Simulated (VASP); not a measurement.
# AlN (P1) in VASP: single point with r2SCAN

Aim: the single point of AlN with r2SCAN.

Everything below comes from runs of VASP 6.6.1. Logs are shortened: lines on timing, memory, paths and dates and some standing lists are left out, and cuts for length are marked.

**1. The cell of the first run**

The typed cell holds 2 atoms: a = 2.841 Å, b = 3.021 Å, c = 3.094 Å, α = 67.06°, β = 60.99°, γ = 56.65°.

**2. Single point, r2SCAN**

POSCAR reads:

```
AlN
1.0
    0.1148943049      1.9534918368      2.0597957491
    2.0085114331     -0.0808049681      2.2554950220
    2.1124768164      2.2531564930     -0.1847703514
Al N
1 1
Direct
   -0.0300547788      0.0146182393      0.0203852652
    0.7800547788      0.7353817607      0.7296147348
```

INCAR.step1 reads:

```
PREC = Accurate
ENCUT = 520
ISMEAR = 0
SIGMA = 0.05
LREAL = False
LASPH = True
NELM = 60
NBANDS = 11
GGA = PE
ALGO = Normal
EDIFF = 1E-4
LWAVE = True
LCHARG = False
```

INCAR.step2 reads:

```
PREC = Accurate
ENCUT = 520
EDIFF = 1E-7
ISMEAR = 0
SIGMA = 0.05
LREAL = False
LASPH = True
NELM = 60
ALGO = Normal
ISIF = 2
LWAVE = False
LCHARG = False
METAGGA = R2SCAN
LMIXTAU = True
NBANDS = 11
ISTART = 1
```

KPOINTS reads:

```
regular mesh
0
Gamma
  8 8 8
```

Potentials or basis: VASP PAW PBE potentials, release 64 (Al, N).

Run with:

```sh
cat potpaw_PBE.64/Al/POTCAR potpaw_PBE.64/N/POTCAR > POTCAR
cp INCAR.step1 INCAR
mpirun -np 1 vasp_std > vasp.out
cp INCAR.step2 INCAR
mpirun -np 1 vasp_std > vasp.out
```

OUTCAR:

```text
PREC = Accurate
   ENCUT = 520
   EDIFF = 1E-7
   ISMEAR = 0
   LREAL = False
   LASPH = True
   NELM = 60
   ISIF = 2
   METAGGA = R2SCAN
   ISTART = 1

 ion  position               nearest neighbor table
   1  0.970  0.015  0.020-   2 1.81   2 1.84   2 1.87   2 1.93
   2  0.780  0.735  0.730-   1 1.81   1 1.84   1 1.87   1 1.93

  Warning from LATTYP: Got some problem with cell dimensions!
  Tried to take original basis but could not verify dimensions!
  LATTYP: Found a triclinic cell.
 ALAT       =     5.7706270039
 B/A-ratio  =     0.9727276524
 C/A-ratio  =     1.1136872290
 COS(alpha) =     0.0084952465
 COS(beta)  =     0.6591939999
 COS(gamma) =     0.7519131578

  Lattice vectors:

 A1 = (  -2.1015478948,  -2.6336261173,   4.6848314739)
 A2 = (   1.9045460498,  -2.4147664292,   4.6957603954)
 A3 = (  -6.0036764561,  -0.5185243443,   2.2336371790)

Analysis of symmetry for initial positions (statically):
=====================================================================
 Subroutine PRICEL returns:
 Original cell was already a primitive cell.

 Routine SETGRP: Setting up the symmetry group for a
 triclinic supercell.

 Subroutine GETGRP returns: Found  1 space group operations
 (whereof  1 operations were pure point group operations)
 out of a pool of  2 trial point group operations.

The static configuration has the point symmetry C_1 .

Analysis of symmetry for dynamics (positions and initial velocities):
=====================================================================
 Subroutine PRICEL returns:
 Original cell was already a primitive cell.

 Routine SETGRP: Setting up the symmetry group for a
 triclinic supercell.

 Subroutine GETGRP returns: Found  1 space group operations
 (whereof  1 operations were pure point group operations)
 out of a pool of  2 trial point group operations.

The dynamic configuration has the point symmetry C_1 .

 Subroutine INISYM returns: Found  1 space group operations
 (whereof  1 operations are pure point group operations),
 and found     1 'primitive' translations

----------------------------------------------------------------------------------------

                                     Primitive cell

  volume of cell :      19.1237

  direct lattice vectors                    reciprocal lattice vectors
     0.114894305  1.953491837  2.059795749    -0.264961297  0.268555855  0.245568462
     2.008511433 -0.080804968  2.255495022     0.261559069 -0.228642418  0.202252796
     2.112476816  2.253156493 -0.184770351     0.239102346  0.202783467 -0.205655025

  length of vectors
     2.841142303  3.021242363  3.094093173     0.450145094  0.401990915  0.374946737

  position of ions in fractional coordinates (direct lattice)
     0.969945221  0.014618239  0.020385265
     0.780054779  0.735381761  0.729614735

  ion indices of the primitive-cell ions
   primitive index   ion index
                 1           1
                 2           2

----------------------------------------------------------------------------------------

 KPOINTS: regular mesh

Automatic generation of k-mesh.
 Grid dimensions read from file:
 generate k-points for:    8    8    8

 Generating k-lattice:

  Cartesian coordinates                     Fractional coordinates (reciprocal lattice)
    -0.033120162  0.033569482  0.030696058     0.125000000  0.000000000  0.000000000
     0.032694884 -0.028580302  0.025281600     0.000000000  0.125000000  0.000000000
     0.029887793  0.025347933 -0.025706878    -0.000000000  0.000000000  0.125000000

  Length of vectors
     0.056268137  0.050248864  0.046868342

  Shift w.r.t. Gamma in fractional coordinates (k-lattice)
     0.000000000  0.000000000  0.000000000

 Subroutine IBZKPT returns following result:
 ===========================================

 Found    260 irreducible k-points:

 Following reciprocal coordinates:
            Coordinates               Weight
  0.000000  0.000000  0.000000      1.000000
  0.125000  0.000000  0.000000      2.000000
  0.250000  0.000000  0.000000      2.000000
  0.375000  0.000000  0.000000      2.000000
  0.500000  0.000000  0.000000      1.000000
 -0.000000  0.125000 -0.000000      2.000000
[... 16 lines left out ...]
  0.125000  0.375000 -0.000000      2.000000
  0.250000  0.375000  0.000000      2.000000
 [... further k-points ...]
   k-points           NKPTS =    260   k-points in BZ     NKDIM =    260   number of bands    NBANDS=     11
   number of dos      NEDOS =    301   number of ions     NIONS =      2
   total plane-waves  NPLWV =  13824
   dimension x,y,z NGX =    24 NGY =   24 NGZ =   24
   dimension x,y,z NGXF=    48 NGYF=   48 NGZF=   48
   ions per type =               1   1
   NGX,Y,Z   is equivalent  to a cutoff of  14.04, 13.21, 12.90 a.u.
   NGXF,Y,Z  is equivalent  to a cutoff of  28.09, 26.41, 25.79 a.u.
 SYSTEM =  unknown system
   PREC   = accura    normal or accurate (medium, high low for compatibility)
   ISTART =      1    job   : 0-new  1-cont  2-samecut
   ICHARG =      0    charge: 1-file 2-atom 10-const
   ISPIN  =      1    spin polarized calculation?
   LNONCOLLINEAR =      F non collinear calculations
   LSORBIT =      F    spin-orbit coupling
   LASPH  =      T    aspherical Exc in radial PAW
   ENCUT  =  520.0 eV  38.22 Ry    6.18 a.u.   5.28  5.62  5.75*2*pi/ulx,y,z
   NELM   =     60;   NELMIN=  2; NELMDL=  0     # of ELM steps
   EDIFF  = 0.1E-06   stopping-criterion for ELM
   LREAL  =      F    real-space projection
   EDIFFG = 0.1E-05   stopping-criterion for IOM
   NSW    =      0    number of steps for IOM
   IBRION =     -1    ionic relax: 0-MD 1-quasi-New 2-CG
   NFREE  =      0    steps in history (QN), initial steepest desc. (CG)
   ISIF   =      2    stress and relaxation
   ISYM   =      2    0-nonsym 1-usesym 2-fastsym
   POTIM  = 0.5000    time-step for ionic-motion
   TEBEG  =    0.0;   TEEND  =   0.0 temperature during run
   PSTRESS=    0.0 pullay stress
   NELECT =       8.0000    total number of electrons
   NUPDOWN=      -1.0000    fix difference up-down
   EMIN   =  10.00;   EMAX   =-10.00  energy-range for DOS
   EFERMI =   0.00;   METHOD = LEGACY
   ISMEAR =     0;   SIGMA  =   0.05  broadening in eV -4-tet -1-fermi 0-gaus
   EFERMI_NEDOS =   21; number of points for ismear=-14 and -15
   IALGO  =     38    algorithm
   IMIX   =      4    mixing-type and parameters
     AMIX     =   0.40;   BMIX     =  1.00
     AMIX_MAG =   1.60;   BMIX_MAG =  1.00
  volume/ion in A,a.u.               =       9.56        64.53
  Fermi-wavevector in a.u.,A,eV,Ry     =   1.224373  2.313730 20.396355  1.499090
  Thomas-Fermi vector in A             =   2.359450
   LORBIT       =      0    0 simple, 1 ext, 2 COOP (PROOUT), +10 PAW based schemes
   METAGGA = R2SCAN    functional components
   LHFCALC =     F    Hartree Fock is set to
   AEXX    =    0.0000 exact exchange contribution
   IVDW    =     0    specifies the selected vdW correction
   LEPSILON=     F    determine dielectric tensor
   LRPA    =     F    only Hartree local field effects (RPA)
 non-spin polarized calculation
 Gauss-broadening in eV      SIGMA  =   0.05
  energy-cutoff  :      520.00
  volume of cell :       19.12
 maximum number of plane-waves:       525
 NGX is ok and might be reduce to    24
   NGX = 11   NGY = 11   NGZ = 11

 number of electron       7.9999999 magnetization

 Free energy of the ion-electron system (eV)
  ---------------------------------------------------
  ext. energy  EPLUGINS =         0.00000000
  ---------------------------------------------------
  free energy    TOTEN  =       -18.53601262 eV

  energy without entropy =      -18.53601262  energy(sigma->0) =      -18.53601262

 E-fermi :   8.0368     XC(G=0): -11.8551

 val. band max:        7.7382634042   @ k =   0.0000   0.0000   0.0000
 cond. band min:       9.6721016543   @ k =  -0.0000   0.5000   0.5000
 fundamental gap:      1.9338382501
 Fermi energy:         8.0367695310

 k-point     1 :       0.0000    0.0000    0.0000
  band No.  band energies     occupation
      1      -9.6273      2.00000
      2       5.8349      2.00000
      3       6.8280      2.00000
      4       7.7383      2.00000
      5      11.3875      0.00000
      6      18.9400      0.00000
      7      21.1538      0.00000
      8      23.9411      0.00000
      9      24.6504      0.00000
     10      25.9944      0.00000
     11      26.7549      0.00000

 k-point     2 :       0.1250    0.0000    0.0000
  band No.  band energies     occupation
      1      -9.3049      2.00000
      2       5.6064      2.00000
      3       6.4916      2.00000
      4       6.7085      2.00000
      5      12.3182      0.00000
      6      19.2322      0.00000
      7      21.0758      0.00000
      8      22.7307      0.00000
      9      23.0448      0.00000
     10      24.4568      0.00000
     11      27.2910      0.00000

 k-point     3 :       0.2500    0.0000    0.0000
  band No.  band energies     occupation
      1      -8.4121      2.00000
      2       4.0463      2.00000
      3       5.4748      2.00000
      4       6.3172      2.00000
      5      13.5290      0.00000
      6      18.0276      0.00000
      7      19.5285      0.00000
      8      21.5414      0.00000
      9      23.5967      0.00000
     10      25.0932      0.00000
     11      26.6358      0.00000
[... 267 lines left out ...]
 k-point    23 :       0.1250    0.3750   -0.0000
  band No.  band energies     occupation
      1      -8.0557      2.00000
      2       2.1838      2.00000
      3       5.8101      2.00000
      4       6.1627      2.00000
      5      14.3914      0.00000
      6      18.0144      0.00000
      7      20.0635      0.00000
      8      21.2827      0.00000
      9      26.1527      0.00000
     10      27.5759      0.00000
     11      28.8804      0.00000

 k-point    24 :       0.2500    0.3750    0.0000
  band No.  band energies     occupation
      1      -7.8890      2.00000
      2       2.6366      2.00000
      3       5.1771      2.00000
      4       5.7299      2.00000
      5      12.8670      0.00000
      6      18.4847      0.00000
      7      19.7351      0.00000
      8      22.9868      0.00000
      9      25.6770      0.00000
     10      28.7601      0.00000
     11      30.1413      0.00000

 [... further k-points ...]

------------------------ aborting loop because EDIFF is reached ----------------------------------------

  FORCE on cell =-STRESS in cart. coord.  units (eV):
  Direction    XX          YY          ZZ          XY          YZ          ZX
  --------------------------------------------------------------------------------------
  -------------------------------------------------------------------------------------
  Total        2.3586367      2.9401379      1.3880598     -2.8683505      3.8229959      0.6193735
  in kB      197.6053220    246.3231816    116.2909101   -240.3088715    320.2885509     51.8907833
  external PRESSURE =     186.7398046 kB  Pullay stress =       0.0000000 kB

 VOLUME and BASIS-vectors are now :
 -----------------------------------------------------------------------------
  energy-cutoff  :      520.00
  volume of cell :       19.12
      direct lattice vectors                 reciprocal lattice vectors
     0.114894305  1.953491837  2.059795749    -0.264961297  0.268555855  0.245568462
     2.008511433 -0.080804968  2.255495022     0.261559069 -0.228642418  0.202252796
     2.112476816  2.253156493 -0.184770351     0.239102346  0.202783467 -0.205655025

 POSITION                                       TOTAL-FORCE (eV/Angst)
 -----------------------------------------------------------------------------------
      0.18387      1.93953      2.02709         0.015433      0.001268     -0.013034
      3.10794      3.10834      3.13059        -0.015433     -0.001268      0.013034
 -----------------------------------------------------------------------------------
    total drift:                               -0.000551     -0.001822     -0.001003

  FREE ENERGIE OF THE ION-ELECTRON SYSTEM (eV)
  ---------------------------------------------------
  free  energy   TOTEN  =       -18.5360126194 eV

  energy  without entropy=      -18.5360126194  energy(sigma->0) =      -18.53601262
```

It took 59 s on 1 thread of Intel Xeon 6975P-C (Granite Rapids), shared host; peak memory 0.17 GiB.

Results:

```
Free energy            : -18.5360 eV
Pressure               : 18.7 GPa
Largest force          : 0.020 eV/Å
Band gap on the k mesh : 1.93 eV, indirect (least direct gap 3.65 eV)
```

Forces in eV/Å, atoms in the order of the input:
```
Al   0.015  0.001 -0.013
N   -0.015 -0.001  0.013
```

Caveat: the cell differs from its parent crystal (all atoms moved at random, sigma 0.1 Å a component, cell strained at random, sigma 0.1, then relaxed in part); the PAW data sets were made with another functional, which shifts forces and pressure a little. A k mesh can miss the band edges.
